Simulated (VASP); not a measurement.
# Te (Cmce) in VASP: notebook

Runs on Te. Level: PBE. Tasks: single point, relaxation of cell and atoms.

Program: VASP 6.6.1. These are calculated values, not measurements. Logs are shortened: lines on timing, memory, paths and dates and some standing lists are left out, and cuts for length are marked.

### Step 1. The cell of the first run

The structure is orthorhombic, space group Cmce (No. 64). Conventional cell: a = 5.492 Å, b = 9.308 Å, c = 5.500 Å, α = 90.00°, β = 90.00°, γ = 90.00°. Within 3.9 Å of Te (site symmetry m) lie 7 Te at 2.97 to 3.40 Å.

### Step 2. Single point, PBE

File INCAR:

```
PREC = Accurate ; ENCUT = 500
EDIFF = 1E-6 ; ISMEAR = 0
SIGMA = 0.1 ; LREAL = F
LASPH = T ; NELM = 120
ALGO = Normal ; ISIF = 2
LWAVE = F ; LCHARG = F
GGA = PE ; NBANDS = 20
GGA_COMPAT = F
```

File KPOINTS:

```
regular mesh
0
Gamma
  4 4 4
```

File POSCAR:

```
Te
1.0
    2.7461032007     -4.6541356660      0.0000000000
    2.7461032007      4.6541356660      0.0000000000
    0.0000000000      0.0000000000      5.4995119722
Te
4
Direct
    0.1525000000      0.8475000000      0.0785000000
    0.6525000000      0.3475000000      0.4215000000
    0.8475000000      0.1525000000      0.9215000000
    0.3475000000      0.6525000000      0.5785000000
```

Potentials or basis: VASP PAW PBE potentials, release 64 (Te).

On the command line:

```console
$ cat potpaw_PBE.64/Te/POTCAR > POTCAR
$ mpirun -np 1 vasp_std > vasp.out
```

OUTCAR:

```text
PREC = Accurate
   ENCUT = 500
   EDIFF = 1E-6
   ISMEAR = 0
   LREAL = F
   LASPH = T
   NELM = 120
   ISIF = 2
   GGA = PE

 ion  position               nearest neighbor table
   1  0.153  0.847  0.078-   3 2.97   4 3.29   4 3.29   2 3.33   2 3.33   3 3.40   3 3.40
   2  0.653  0.347  0.422-   4 2.97   3 3.29   3 3.29   1 3.33   1 3.33   4 3.40   4 3.40
   3  0.847  0.153  0.922-   1 2.97   2 3.29   2 3.29   4 3.33   4 3.33   1 3.40   1 3.40
   4  0.347  0.653  0.578-   2 2.97   1 3.29   1 3.29   3 3.33   3 3.33   2 3.40   2 3.40

  LATTYP: Found a base centered orthorhombic cell.
 ALAT       =     5.4922064014
 B/A-ratio  =     1.6948145521
 C/A-ratio  =     1.0013301705

  Lattice vectors:

 A1 = (   2.7461032007,  -4.6541356660,   0.0000000000)
 A2 = (   2.7461032007,   4.6541356660,   0.0000000000)
 A3 = (   0.0000000000,   0.0000000000,   5.4995119722)

Analysis of symmetry for initial positions (statically):
=====================================================================
 Subroutine PRICEL returns:
 Original cell was already a primitive cell.

 Routine SETGRP: Setting up the symmetry group for a
 base centered orthorhombic supercell.

 Subroutine GETGRP returns: Found  8 space group operations
 (whereof  4 operations were pure point group operations)
 out of a pool of  8 trial point group operations.

The static configuration has the point symmetry C_2h.
 The point group associated with its full space group is D_2h.

Analysis of symmetry for dynamics (positions and initial velocities):
=====================================================================
 Subroutine PRICEL returns:
 Original cell was already a primitive cell.

 Routine SETGRP: Setting up the symmetry group for a
 base centered orthorhombic supercell.

 Subroutine GETGRP returns: Found  8 space group operations
 (whereof  4 operations were pure point group operations)
 out of a pool of  8 trial point group operations.

The dynamic configuration has the point symmetry C_2h.
 The point group associated with its full space group is D_2h.

 Subroutine INISYM returns: Found  8 space group operations
 (whereof  4 operations are pure point group operations),
 and found     1 'primitive' translations

----------------------------------------------------------------------------------------

                                     Primitive cell

  volume of cell :     140.5756

  direct lattice vectors                    reciprocal lattice vectors
     2.746103201 -4.654135666  0.000000000     0.182076187 -0.107431333  0.000000000
     2.746103201  4.654135666  0.000000000     0.182076187  0.107431333  0.000000000
     0.000000000  0.000000000  5.499511972     0.000000000  0.000000000  0.181834316

  length of vectors
     5.403893188  5.403893188  5.499511972     0.211407732  0.211407732  0.181834316

  position of ions in fractional coordinates (direct lattice)
     0.152500000  0.847500000  0.078500000
     0.652500000  0.347500000  0.421500000
     0.847500000  0.152500000  0.921500000
     0.347500000  0.652500000  0.578500000

  ion indices of the primitive-cell ions
   primitive index   ion index
                 1           1
                 2           2
                 3           3
                 4           4

----------------------------------------------------------------------------------------

 KPOINTS: regular mesh

Automatic generation of k-mesh.
 Grid dimensions read from file:
 generate k-points for:    4    4    4

 Generating k-lattice:

  Cartesian coordinates                     Fractional coordinates (reciprocal lattice)
     0.045519047 -0.026857833  0.000000000     0.250000000 -0.000000000  0.000000000
     0.045519047  0.026857833  0.000000000    -0.000000000  0.250000000  0.000000000
     0.000000000  0.000000000  0.045458579     0.000000000  0.000000000  0.250000000

  Length of vectors
     0.052851933  0.052851933  0.045458579

  Shift w.r.t. Gamma in fractional coordinates (k-lattice)
     0.000000000  0.000000000  0.000000000

 Subroutine IBZKPT returns following result:
 ===========================================

 Found     21 irreducible k-points:

 Following reciprocal coordinates:
            Coordinates               Weight
  0.000000  0.000000  0.000000      1.000000
  0.250000  0.000000  0.000000      4.000000
  0.500000  0.000000  0.000000      2.000000
  0.250000  0.250000  0.000000      2.000000
  0.500000  0.250000  0.000000      4.000000
 -0.250000  0.250000  0.000000      2.000000
[... 13 lines left out ...]
 -0.250000  0.250000  0.500000      2.000000
  0.500000  0.500000  0.500000      1.000000
   k-points           NKPTS =     21   k-points in BZ     NKDIM =     21   number of bands    NBANDS=     20
   number of dos      NEDOS =    301   number of ions     NIONS =      4
   total plane-waves  NPLWV =  64000
   dimension x,y,z NGX =    40 NGY =   40 NGZ =   40
   dimension x,y,z NGXF=    80 NGYF=   80 NGZF=   80
[... 92 lines left out ...]
 k-point     3 :       0.5000    0.0000    0.0000
  band No.  band energies     occupation
      1      -6.6247      2.00000
      2      -6.6247      2.00000
      3      -4.6041      2.00000
      4      -4.6041      2.00000
      5       1.1883      2.00000
      6       1.1883      2.00000
[... 12 lines left out ...]
     19      12.1414      0.00000
     20      12.1414      0.00000

 k-point     4 :       0.2500    0.2500    0.0000
  band No.  band energies     occupation
      1      -6.9300      2.00000
      2      -5.8863      2.00000
      3      -5.6267      2.00000
      4      -3.9576      2.00000
      5       1.1904      2.00000
      6       1.1999      2.00000
[... 12 lines left out ...]
     19      11.2760      0.00000
     20      12.6834      0.00000

 k-point     5 :       0.5000    0.2500    0.0000
  band No.  band energies     occupation
      1      -6.9067      2.00000
      2      -6.0089      2.00000
      3      -5.4719      2.00000
      4      -4.0185      2.00000
      5       0.9604      2.00000
      6       1.0888      2.00000
[... 12 lines left out ...]
     19      11.0678      0.00000
     20      12.5733      0.00000

 k-point     6 :      -0.2500    0.2500    0.0000
  band No.  band energies     occupation
      1      -7.5053      2.00000
      2      -5.5075      2.00000
      3      -4.9648      2.00000
      4      -4.0724      2.00000
      5       0.6584      2.00000
      6       0.7433      2.00000
[... 12 lines left out ...]
     19      11.5649      0.00000
     20      11.5831      0.00000

 k-point     7 :       0.5000    0.5000    0.0000
  band No.  band energies     occupation
      1      -6.8920      2.00000
      2      -5.9440      2.00000
      3      -5.5944      2.00000
      4      -3.9168      2.00000
      5       0.3679      2.00000
      6       1.0474      2.00000
[... 12 lines left out ...]
     19      10.7900      0.00000
     20      10.8282      0.00000
[... 208 lines left out ...]
 k-point    17 :       0.5000    0.0000    0.5000
  band No.  band energies     occupation
      1      -6.2969      2.00000
      2      -6.2969      2.00000
      3      -5.1039      2.00000
      4      -5.1039      2.00000
      5       0.8530      2.00000
      6       0.8530      2.00000
[... 12 lines left out ...]
     19      11.2338      0.00000
     20      11.2338      0.00000

 k-point    18 :       0.2500    0.2500    0.5000
  band No.  band energies     occupation
      1      -6.3039      2.00000
      2      -6.3039      2.00000
      3      -5.0858      2.00000
      4      -5.0858      2.00000
      5       0.3903      2.00000
      6       0.3903      2.00000
[... 12 lines left out ...]
     19      11.7821      0.00000
     20      11.7821      0.00000

 k-point    19 :       0.5000    0.2500    0.5000
  band No.  band energies     occupation
      1      -6.2779      2.00000
      2      -6.2779      2.00000
      3      -5.1235      2.00000
      4      -5.1235      2.00000
      5       0.5083      2.00000
      6       0.5083      2.00000
[... 12 lines left out ...]
     19      11.9841      0.00000
     20      11.9841      0.00000

 k-point    20 :      -0.2500    0.2500    0.5000
  band No.  band energies     occupation
      1      -6.6827      2.00000
      2      -6.6827      2.00000
      3      -4.4833      2.00000
      4      -4.4833      2.00000
      5       1.4691      2.00000
      6       1.4691      2.00000
[... 12 lines left out ...]
     19      12.4458      0.00000
     20      12.4458      0.00000

 k-point    21 :       0.5000    0.5000    0.5000
  band No.  band energies     occupation
      1      -6.2463      2.00000
      2      -6.2463      2.00000
      3      -5.1720      2.00000
      4      -5.1720      2.00000
      5       1.2046      2.00000
      6       1.2046      2.00000
[... 12 lines left out ...]
     19      11.8821      0.00000
     20      11.8821      0.00000

------------------------ aborting loop because EDIFF is reached ----------------------------------------

  FORCE on cell =-STRESS in cart. coord.  units (eV):
  Direction    XX          YY          ZZ          XY          YZ          ZX
  --------------------------------------------------------------------------------------
  -------------------------------------------------------------------------------------
  Total       -1.2685501     -0.4562177      1.7205844      0.0000000      0.0000000      0.0000000
  in kB      -14.4579981     -5.1996322     19.6099512      0.0000000      0.0000000      0.0000000
  external PRESSURE =      -0.0158930 kB  Pullay stress =       0.0000000 kB

 VOLUME and BASIS-vectors are now :
 -----------------------------------------------------------------------------
  energy-cutoff  :      500.00
  volume of cell :      140.58
      direct lattice vectors                 reciprocal lattice vectors
     2.746103201 -4.654135666  0.000000000     0.182076187 -0.107431333  0.000000000
     2.746103201  4.654135666  0.000000000     0.182076187  0.107431333  0.000000000
     0.000000000  0.000000000  5.499511972     0.000000000  0.000000000  0.181834316

 POSITION                                       TOTAL-FORCE (eV/Angst)
 -----------------------------------------------------------------------------------
      2.74610      3.23462      0.43171         0.000000      0.515336     -0.023879
      2.74610     -1.41951      2.31804         0.000000      0.515336      0.023879
      2.74610     -3.23462      5.06780         0.000000     -0.515336      0.023879
      2.74610      1.41951      3.18147         0.000000     -0.515336     -0.023879
 -----------------------------------------------------------------------------------
    total drift:                               -0.000000     -0.000000      0.000000

  FREE ENERGIE OF THE ION-ELECTRON SYSTEM (eV)
  ---------------------------------------------------
  free  energy   TOTEN  =       -11.2788676703 eV

  energy  without entropy=      -11.2552096628  energy(sigma->0) =      -11.26703867
```

Wall time 69 s (1 thread of AMD EPYC 7R13, shared host); peak memory 0.21 GiB.

Results:

* Free energy: -11.2789 eV
* Pressure: 0.0 GPa
* Largest force: 0.516 eV/Å
* Band gap on the k mesh: zero (bands 12 and 13 overlap by 0.48 eV)

Forces in eV/Å, atoms in the order of the input:
```
Te   0.000  0.515 -0.024
Te   0.000  0.515  0.024
Te   0.000 -0.515  0.024
Te   0.000 -0.515 -0.024
```

Stress tensor (GPa, compression positive):
```
-1.45  0.00  0.00
 0.00 -0.52  0.00
 0.00  0.00  1.96
```

Caveat: spin-orbit coupling is left out, which moves the levels of the heavy elements.

### Step 3. Single point, PBE

This run uses another cell than the first one, of 36.08 Å³/atom.

File INCAR:

```
PREC     = Accurate       # precision mode
ENCUT    = 500            # plane-wave cutoff, eV
EDIFF    = 1E-6           # SCF threshold, eV
ISMEAR   = 0              # smearing method
SIGMA    = 0.1            # smearing width, eV
LREAL    = F              # projectors in reciprocal space
LASPH    = T              # aspherical terms in the spheres
NELM     = 120            # most SCF steps
ALGO     = Normal         # electronic algorithm
ISIF     = 2              # what is computed and relaxed
LWAVE    = F              # write WAVECAR
LCHARG   = F              # write CHGCAR
GGA      = PE             # functional
NBANDS   = 20             # bands
GGA_COMPAT= F
```

KPOINTS is that of step 2.

File POSCAR:

```
Te
1.0
    2.5943436828     -4.8606231578      0.0000000000
    2.5943436828      4.8606231578      0.0000000000
    0.0000000000      0.0000000000      5.7221653224
Te
4
Direct
    0.1377029106      0.8622970894      0.0758746840
    0.6377029106      0.3622970894      0.4241253160
    0.8622970894      0.1377029106      0.9241253160
    0.3622970894      0.6377029106      0.5758746840
```

Potentials or basis: VASP PAW PBE potentials, release 64 (Te).

On the command line:

```console
$ cat potpaw_PBE.64/Te/POTCAR > POTCAR
$ mpirun -np 1 vasp_std > vasp.out
```

It took 57 s on 1 thread of AMD EPYC 7R13, shared host; peak memory 0.22 GiB.

The run converged. Its results:

| Quantity | Value |
| --- | --- |
| Free energy | -11.4919 eV |
| Pressure | -0.2 GPa |
| Largest force | 0.047 eV/Å |
| Band gap on the k mesh | zero (bands 12 and 13 overlap by 0.66 eV) |

Forces in eV/Å, atoms in the order of the input:
```
Te   0.000 -0.038 -0.027
Te   0.000 -0.038  0.027
Te   0.000  0.038  0.027
Te   0.000  0.038 -0.027
```

Stress tensor (GPa, compression positive):
```
-0.27  0.00  0.00
 0.00 -0.04  0.00
 0.00  0.00 -0.28
```

Levels at points of the mesh, in eV from the Fermi level:
| k point | band 9 | band 10 | band 11 | band 12 | band 13 | band 14 | band 15 | band 16 |
| --- | --- | --- | --- | --- | --- | --- | --- | --- |
| (0.00, 0.00, 0.00) | -2.86 | -1.05 | -0.66 | -0.10 | 0.11 | 0.48 | 1.00 | 1.34 |
| (0.50, 0.00, 0.00) | -2.08 | -2.08 | -0.45 | -0.45 | 0.72 | 0.72 | 2.34 | 2.34 |
| (0.50, 0.50, 0.00) | -1.90 | -1.33 | -1.23 | -1.09 | 1.30 | 1.46 | 2.14 | 2.59 |
| (0.00, 0.00, 0.50) | -2.03 | -2.03 | -1.14 | -1.14 | -0.48 | -0.48 | 2.23 | 2.23 |
| (0.50, 0.00, 0.50) | -1.05 | -1.05 | 0.04 | 0.04 | 1.54 | 1.54 | 1.71 | 1.71 |
| (0.50, 0.50, 0.50) | -1.87 | -1.87 | -0.23 | -0.23 | 1.06 | 1.06 | 2.15 | 2.15 |

Caveat: spin-orbit coupling is left out, which moves the levels of the heavy elements.

### Step 4. Relaxation of cell and atoms, PBE

File INCAR:

```
SYSTEM = Te
PREC = Accurate
ENCUT = 500
EDIFF = 1E-7
ISMEAR = 0
SIGMA = 0.1
LREAL = .False.
LASPH = .True.
NELM = 120
ALGO = Normal
ISIF = 3
LWAVE = .False.
LCHARG = .False.
GGA = PE
IBRION = 2
NSW = 90
EDIFFG = -0.04
GGA_COMPAT = .False.
NELMIN = 4
```

File KPOINTS:

```
Automatic mesh
0
Gamma
  4 4 4
  0 0 0
```

File POSCAR:

```
Te
1.0
    2.7461032007     -4.6541356660      0.0000000000
    2.7461032007      4.6541356660      0.0000000000
    0.0000000000      0.0000000000      5.4995119722
Te
4
Direct
    0.1525000000      0.8475000000      0.0785000000
    0.6525000000      0.3475000000      0.4215000000
    0.8475000000      0.1525000000      0.9215000000
    0.3475000000      0.6525000000      0.5785000000
```

On the command line:

```console
$ cat potpaw_PBE.64/Te/POTCAR > POTCAR
$ mpirun -np 1 vasp_std > vasp.out
```

It took 30 min on 1 thread of AMD EPYC 7R13, shared host; peak memory 0.22 GiB.

Results (log left out):

```yaml
Free_energy: -11.8759 eV
Relaxed_volume: 37.04 Å³/atom
Relaxed_cell: a = 4.490 Å, b = 4.490 Å, c = 7.903 Å, α = 90.00°, β = 90.00°, γ = 111.62°
Space_group_after_relaxing_to_0.1_Å: Cmce (No. 64)
Energy_gained_by_relaxing: 149.3 meV/atom
Ionic_steps: 46
Pressure_after_relaxing: 0.0 GPa
Largest_force_after_relaxing: 0.037 eV/Å
Band_gap_on_the_k_mesh: zero (bands 12 and 13 overlap by 0.92 eV)
```

Forces in eV/Å, atoms in the order of the input:
```
Te   0.000 -0.027  0.026
Te   0.000 -0.027 -0.026
Te   0.000  0.027 -0.026
Te   0.000  0.027  0.026
```

Stress tensor (GPa, compression positive):
```
 0.07  0.00  0.00
 0.00  0.06  0.00
 0.00  0.00 -0.12
```

Step by step:
| step | energy change (eV) | largest force (eV/Å) | pressure (GPa) | volume (Å³) |
| --- | --- | --- | --- | --- |
| 1 | 0.0000 | 0.5159 | 0.00 | 140.58 |
| 3 | -0.1662 | 0.0881 | 0.82 | 140.28 |
| 5 | -0.2112 | 0.1311 | -0.76 | 148.11 |
| 7 | -0.2382 | 0.1105 | -0.50 | 148.28 |
| 9 | -0.2651 | 0.1816 | 0.48 | 154.16 |
| 11 | -0.3327 | 0.0180 | 0.55 | 155.14 |
| 13 | -0.3438 | 0.0806 | -0.10 | 161.42 |
| 15 | -0.3489 | 0.1203 | 0.03 | 161.21 |
| 17 | -0.3903 | 0.4152 | 0.19 | 165.11 |
| 19 | -0.3993 | 0.5736 | 0.18 | 167.19 |
| 21 | -0.4028 | 0.5552 | 0.09 | 167.61 |
| 23 | -0.4135 | 0.4660 | -0.34 | 169.48 |
| 25 | -0.4160 | 0.4038 | -0.61 | 170.63 |
| 27 | -0.4346 | 0.3058 | -0.71 | 169.51 |
| 29 | -0.4803 | 0.2059 | -1.00 | 164.55 |
| 31 | -0.4961 | 0.2369 | -0.68 | 161.01 |
| 33 | -0.5107 | 0.1639 | 0.31 | 155.48 |
| 35 | -0.5325 | 0.1767 | 0.38 | 155.41 |
| 37 | -0.5577 | 0.2725 | 0.22 | 155.74 |
| 39 | -0.5715 | 0.0501 | -0.51 | 156.72 |
| 41 | -0.5876 | 0.0968 | -0.39 | 151.19 |
| 43 | -0.5904 | 0.0744 | 0.05 | 149.53 |
| 45 | -0.5942 | 0.0526 | 0.02 | 148.98 |
| 46 | -0.5970 | 0.0373 | 0.00 | 148.14 |

Final structure:
```yaml
crystal:
  lattice:
    - [2.52335, -3.71422, 0.00000]
    - [2.52335, 3.71422, 0.00000]
    - [0.00000, 0.00000, 7.90320]
  atoms:
    - { symbol: Te, position: [0.13978, 0.86022, 0.10802] }
    - { symbol: Te, position: [0.63978, 0.36022, 0.39198] }
    - { symbol: Te, position: [0.86022, 0.13978, 0.89198] }
    - { symbol: Te, position: [0.36022, 0.63978, 0.60802] }
```

Levels at points of the mesh, in eV from the Fermi level:
```csv
k point,band 9,band 10,band 11,band 12,band 13,band 14,band 15,band 16
"(0.00, 0.00, 0.00)",-2.24,-1.66,-1.28,-0.67,-0.62,-0.18,1.20,2.38
"(0.50, 0.00, 0.00)",-1.70,-1.70,-1.33,-1.33,0.93,0.93,2.07,2.07
"(0.50, 0.50, 0.00)",-2.77,-2.57,-1.65,-1.62,1.00,1.72,2.21,2.51
"(0.00, 0.00, 0.50)",-1.95,-1.95,-0.60,-0.60,-0.46,-0.46,1.58,1.58
"(0.50, 0.00, 0.50)",-2.16,-2.16,-0.67,-0.67,1.37,1.37,1.46,1.46
"(0.50, 0.50, 0.50)",-3.51,-3.51,0.13,0.13,0.41,0.41,1.06,1.06
```

Caveat: a cell axis changed by over 15 % at a fixed basis, so the end point is rough; spin-orbit coupling is left out, which moves the levels of the heavy elements.

### Step 5. The runs side by side

| task | cell | gap on the mesh (eV) | pressure (GPa) | largest force (eV/Å) |
| --- | --- | --- | --- | --- |
| single point | a = 5.404, b = 5.404, c = 5.500 Å, angles 90.0, 90.0, 118.9°, 4 atoms, atomic positions A | none | 0.0 | 0.52 |
| single point | a = 5.510, b = 5.510, c = 5.722 Å, angles 90.0, 90.0, 123.8°, 4 atoms, atomic positions B | none | -0.2 | 0.05 |
| relaxation of cell and atoms | relaxed from a = 5.404, b = 5.404, c = 5.500 Å, angles 90.0, 90.0, 118.9°, 4 atoms, atomic positions A | none | 0.0 | 0.04 |

Alike in all rows: level PBE; potentials or basis VASP PAW PBE potentials, release 64 (Te); no spin polarisation; k mesh 4 × 4 × 4; cutoff (eV) 500; smearing gaussian 0.1 eV.

Caveats: spin-orbit coupling is left out, which moves the levels of the heavy elements; a cell axis changed by over 15 % at a fixed basis, so the end point is rough (at least some runs).

Absolute energies hang on the potentials; compare differences alone.
